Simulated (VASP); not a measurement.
# Si in VASP: single point with PBE+D3(BJ)

Aim: the single point of Si with PBE+D3(BJ).

Program: VASP 6.6.1. These are calculated values, not measurements. Logs are shortened: lines on timing, memory, paths and dates and some standing lists are left out, and cuts for length are marked.

## 1. The cell of the first run

The cell holds a slab with vacuum, 2 atoms: a = 3.607 Å, b = 3.607 Å, c = 28.000 Å, α = 90.00°, β = 90.00°, γ = 120.00°.

## 2. Single point, PBE+D3(BJ)

INCAR reads:

```
SYSTEM = Si
  PREC = Accurate
  ENCUT = 520
  EDIFF = 1E-6
  ISMEAR = 0
  SIGMA = 0.1
  LREAL = .False.
  LASPH = .True.
  NELM = 60
  ALGO = Normal
  ISIF = 2
  LWAVE = .False.
  LCHARG = .True.
  LDIPOL = .True.
  IDIPOL = 3
  DIPOL = 0.5 0.5 0.500
  GGA = PE
  IVDW = 12
  LELF = .True.
  LVHAR = .True.
  LVACPOTAV = .True.
  NBANDS = 11
```

KPOINTS reads:

```
regular mesh
0
Gamma
  15 15 1
  0 0 0
```

POSCAR reads:

```
Si
1.0
    3.6070000000      0.0000000000      0.0000000000
   -1.8035000000      3.1237536315      0.0000000000
    0.0000000000      0.0000000000     28.0000000000
Si
2
Direct
    0.3333333333      0.6666666667      0.5051071429
    0.6666666667      0.3333333333      0.4948928571
```

Potentials or basis: VASP PAW PBE potentials, release 64 (Si).

Launch:

```bash
$ cat potpaw_PBE.64/Si/POTCAR > POTCAR
$ mpirun -np 1 vasp_std > vasp.out
```

OUTCAR:

```text
SYSTEM = Si
   PREC = Accurate
   ENCUT = 520
   EDIFF = 1E-6
   ISMEAR = 0
   LREAL = .False.
   LASPH = .True.
   NELM = 60
   ISIF = 2
   GGA = PE
   IVDW = 12
 IVDW          = 12

 ion  position               nearest neighbor table
   1  0.333  0.667  0.505-   2 2.10   2 2.10   2 2.10
   2  0.667  0.333  0.495-   1 2.10   1 2.10   1 2.10

  LATTYP: Found a hexagonal cell.
 ALAT       =     3.6070000000
 C/A-ratio  =     7.7626836706

  Lattice vectors:

 A1 = (   3.6070000000,   0.0000000000,   0.0000000000)
 A2 = (  -1.8035000000,   3.1237536315,   0.0000000000)
 A3 = (   0.0000000000,   0.0000000000,  28.0000000000)

Analysis of symmetry for initial positions (statically):
=====================================================================
 Subroutine PRICEL returns:
 Original cell was already a primitive cell.

 Routine SETGRP: Setting up the symmetry group for a
 hexagonal supercell.

 Subroutine GETGRP returns: Found 12 space group operations
 (whereof 12 operations were pure point group operations)
 out of a pool of 24 trial point group operations.

The static configuration has the point symmetry D_3d.

Analysis of symmetry for dynamics (positions and initial velocities):
=====================================================================
 Subroutine PRICEL returns:
 Original cell was already a primitive cell.

 Routine SETGRP: Setting up the symmetry group for a
 hexagonal supercell.

 Subroutine GETGRP returns: Found 12 space group operations
 (whereof 12 operations were pure point group operations)
 out of a pool of 24 trial point group operations.

The dynamic configuration has the point symmetry D_3d.

 Subroutine INISYM returns: Found 12 space group operations
 (whereof 12 operations are pure point group operations),
 and found     1 'primitive' translations

----------------------------------------------------------------------------------------

                                     Primitive cell

  volume of cell :     315.4866

  direct lattice vectors                    reciprocal lattice vectors
     3.607000000  0.000000000  0.000000000     0.277238703  0.160063840  0.000000000
    -1.803500000  3.123753632  0.000000000     0.000000000  0.320127679  0.000000000
     0.000000000  0.000000000 28.000000000     0.000000000  0.000000000  0.035714286

  length of vectors
     3.607000000  3.607000000 28.000000000     0.320127679  0.320127679  0.035714286

  position of ions in fractional coordinates (direct lattice)
     0.333333333  0.666666667  0.505107143
     0.666666667  0.333333333  0.494892857

  ion indices of the primitive-cell ions
   primitive index   ion index
                 1           1
                 2           2

----------------------------------------------------------------------------------------

 KPOINTS: regular mesh

Automatic generation of k-mesh.
 Grid dimensions read from file:
 generate k-points for:   15   15    1

 Generating k-lattice:

  Cartesian coordinates                     Fractional coordinates (reciprocal lattice)
     0.018482580  0.010670923  0.000000000     0.066666667  0.000000000  0.000000000
     0.000000000  0.021341845  0.000000000     0.000000000  0.066666667  0.000000000
     0.000000000  0.000000000  0.035714286     0.000000000  0.000000000  1.000000000

  Length of vectors
     0.021341845  0.021341845  0.035714286

  Shift w.r.t. Gamma in fractional coordinates (k-lattice)
     0.000000000  0.000000000  0.000000000

 Subroutine IBZKPT returns following result:
 ===========================================

 Found     27 irreducible k-points:

 Following reciprocal coordinates:
            Coordinates               Weight
  0.000000  0.000000  0.000000      1.000000
  0.066667  0.000000  0.000000      6.000000
  0.133333  0.000000  0.000000      6.000000
  0.200000  0.000000  0.000000      6.000000
  0.266667  0.000000  0.000000      6.000000
  0.333333  0.000000  0.000000      6.000000
[... 16 lines left out ...]
  0.333333  0.200000  0.000000     12.000000
  0.400000  0.200000  0.000000      6.000000
 [... further k-points ...]
   k-points           NKPTS =     27   k-points in BZ     NKDIM =     27   number of bands    NBANDS=     11
   number of dos      NEDOS =    301   number of ions     NIONS =      2
   total plane-waves  NPLWV = 164640
   dimension x,y,z NGX =    28 NGY =   28 NGZ =  210
   dimension x,y,z NGXF=    56 NGYF=   56 NGZF=  420
   ions per type =               2
   NGX,Y,Z   is equivalent  to a cutoff of  12.91, 12.91, 12.47 a.u.
   NGXF,Y,Z  is equivalent  to a cutoff of  25.81, 25.81, 24.94 a.u.
 SYSTEM =  Si
   PREC   = accura    normal or accurate (medium, high low for compatibility)
   ISTART =      0    job   : 0-new  1-cont  2-samecut
   ICHARG =      2    charge: 1-file 2-atom 10-const
   ISPIN  =      1    spin polarized calculation?
   LNONCOLLINEAR =      F non collinear calculations
   LSORBIT =      F    spin-orbit coupling
   LASPH  =      T    aspherical Exc in radial PAW
   ENCUT  =  520.0 eV  38.22 Ry    6.18 a.u.   6.71  6.71 52.06*2*pi/ulx,y,z
   NELM   =     60;   NELMIN=  2; NELMDL= -5     # of ELM steps
   EDIFF  = 0.1E-05   stopping-criterion for ELM
   LREAL  =      F    real-space projection
   EDIFFG = 0.1E-04   stopping-criterion for IOM
   NSW    =      0    number of steps for IOM
   IBRION =     -1    ionic relax: 0-MD 1-quasi-New 2-CG
   NFREE  =      0    steps in history (QN), initial steepest desc. (CG)
   ISIF   =      2    stress and relaxation
   ISYM   =      2    0-nonsym 1-usesym 2-fastsym
   POTIM  = 0.5000    time-step for ionic-motion
   TEBEG  =    0.0;   TEEND  =   0.0 temperature during run
   PSTRESS=    0.0 pullay stress
   NELECT =       8.0000    total number of electrons
   NUPDOWN=      -1.0000    fix difference up-down
   EMIN   =  10.00;   EMAX   =-10.00  energy-range for DOS
   EFERMI =   0.00;   METHOD = LEGACY
   ISMEAR =     0;   SIGMA  =   0.10  broadening in eV -4-tet -1-fermi 0-gaus
   EFERMI_NEDOS =   21; number of points for ismear=-14 and -15
   IALGO  =     38    algorithm
   IMIX   =      4    mixing-type and parameters
     AMIX     =   0.40;   BMIX     =  1.00
     AMIX_MAG =   1.60;   BMIX_MAG =  1.00
  volume/ion in A,a.u.               =     157.74      1064.50
  Fermi-wavevector in a.u.,A,eV,Ry     =   0.480962  0.908887  3.147366  0.231325
  Thomas-Fermi vector in A             =   1.478800
   LORBIT       =      0    0 simple, 1 ext, 2 COOP (PROOUT), +10 PAW based schemes
   GGA     = PE    functional components
   LHFCALC =     F    Hartree Fock is set to
   AEXX    =    0.0000 exact exchange contribution
   IVDW    =    12    specifies the selected vdW correction
   LEPSILON=     F    determine dielectric tensor
   LRPA    =     F    only Hartree local field effects (RPA)
 non-spin polarized calculation
 Gauss-broadening in eV      SIGMA  =   0.10
  energy-cutoff  :      520.00
  volume of cell :      315.49
 maximum number of plane-waves:      8549
 NGX is ok and might be reduce to    28
   NGX = 13   NGY = 13   NGZ =105

 number of electron       8.0000000 magnetization

 dipolmoment           0.000000      0.000000     -0.000000 electrons x Angstroem

 Free energy of the ion-electron system (eV)
  ---------------------------------------------------
  ext. energy  EPLUGINS =         0.00000000
  ---------------------------------------------------
  free energy    TOTEN  =        -8.94533989 eV

  energy without entropy =       -8.94433688  energy(sigma->0) =       -8.94483838

 E-fermi :  -3.1432     XC(G=0):  -1.6000

 val. band max:       -3.1431673256   @ k =   0.3333   0.3333   0.0000
 cond. band min:      -3.1431673234   @ k =   0.3333   0.3333   0.0000
 fundamental gap:      0.0000000022
 Fermi energy:        -3.1431673246

 k-point     1 :       0.0000    0.0000    0.0000
  band No.  band energies     occupation
      1     -15.3180      2.00000
      2      -6.8838      2.00000
      3      -4.4253      2.00000
      4      -4.4253      2.00000
      5      -0.5442      0.00000
      6      -0.0516      0.00000
      7      -0.0516      0.00000
      8       0.7059      0.00000
      9       1.0564      0.00000
     10       1.3214      0.00000
     11       1.7580      0.00000

 k-point     2 :       0.0667    0.0000    0.0000
  band No.  band energies     occupation
      1     -15.2569      2.00000
      2      -6.8255      2.00000
      3      -4.8195      2.00000
      4      -4.5442      2.00000
      5      -0.4871      0.00000
      6      -0.1347      0.00000
      7       0.1837      0.00000
      8       1.0061      0.00000
      9       1.1653      0.00000
     10       1.3894      0.00000
     11       1.8269      0.00000

 k-point     3 :       0.1333    0.0000    0.0000
  band No.  band energies     occupation
      1     -15.0743      2.00000
      2      -6.6547      2.00000
      3      -5.7386      2.00000
      4      -4.8354      2.00000
      5      -0.4742      0.00000
      6      -0.2936      0.00000
      7       0.8231      0.00000
      8       1.2977      0.00000
      9       1.5914      0.00000
     10       1.9456      0.00000
     11       2.0518      0.00000
[... 267 lines left out ...]
 k-point    23 :       0.3333    0.2000    0.0000
  band No.  band energies     occupation
      1     -12.5583      2.00000
      2     -10.5095      2.00000
      3      -7.6940      2.00000
      4      -4.2151      2.00000
      5      -2.1952      0.00000
      6       0.7104      0.00000
      7       1.5259      0.00000
      8       2.7440      0.00000
      9       3.7073      0.00000
     10       4.4005      0.00000
     11       4.6732      0.00000

 k-point    24 :       0.4000    0.2000    0.0000
  band No.  band energies     occupation
      1     -12.1856      2.00000
      2     -10.9493      2.00000
      3      -7.7811      2.00000
      4      -3.8708      2.00000
      5      -2.5969      0.00000
      6       0.6754      0.00000
      7       1.4214      0.00000
      8       3.2851      0.00000
      9       3.7684      0.00000
     10       5.2574      0.00000
     11       5.4135      0.00000

 [... further k-points ...]

------------------------ aborting loop because EDIFF is reached ----------------------------------------

 Edisp (eV)   -0.42812

 E8    (eV) :    -0.1906

  FORCE on cell =-STRESS in cart. coord.  units (eV):
  Direction    XX          YY          ZZ          XY          YZ          ZX
  --------------------------------------------------------------------------------------
  -------------------------------------------------------------------------------------
  Total       8.43475     8.43475     0.22787     0.00000     0.00000     0.00000
  in kB      42.83528    42.83528     1.15724     0.00000     0.00000     0.00000
  external pressure =       28.94 kB  Pullay stress =        0.00 kB

 VOLUME and BASIS-vectors are now :
 -----------------------------------------------------------------------------
  energy-cutoff  :      520.00
  volume of cell :      315.49
      direct lattice vectors                 reciprocal lattice vectors
     3.607000000  0.000000000  0.000000000     0.277238703  0.160063840  0.000000000
    -1.803500000  3.123753632  0.000000000     0.000000000  0.320127679  0.000000000
     0.000000000  0.000000000 28.000000000     0.000000000  0.000000000  0.035714286

 POSITION                                       TOTAL-FORCE (eV/Angst)
 -----------------------------------------------------------------------------------
     -0.00000      2.08250     14.14300         0.000000      0.000000      0.811563
      1.80350      1.04125     13.85700        -0.000000      0.000000     -0.811563
 -----------------------------------------------------------------------------------
    total drift:                               -0.000000     -0.000000     -0.000000

  FREE ENERGIE OF THE ION-ELECTRON SYSTEM (eV)
  ---------------------------------------------------
  free  energy   TOTEN  =        -9.3734583082 eV

  energy  without entropy=       -9.3724553045  energy(sigma->0) =       -9.37295681

 vacuum level on the upper side and lower side of the slab         1.311         1.311
```

Run time: 2.2 min. Hardware: 1 thread of AMD EPYC 7R13 (Zen 3), shared host; peak memory 0.41 GiB.

What came out:

- Free energy: -9.3735 eV
- Largest force: 0.812 eV/Å
- Band gap on the k mesh: zero (filled and empty bands touch)
- Dispersion energy per atom: -0.214 eV

Forces on the atoms (eV/Å):
```
Si   0.000  0.000  0.812
Si   0.000  0.000 -0.812
```

Levels at points of the mesh, in eV from the Fermi level:
| k point | band 2 | band 3 | band 4 | band 5 | band 6 | band 7 |
| --- | --- | --- | --- | --- | --- | --- |
| (0.00, 0.00, 0.00) | -3.74 | -1.28 | -1.28 | 2.60 | 3.09 | 3.09 |
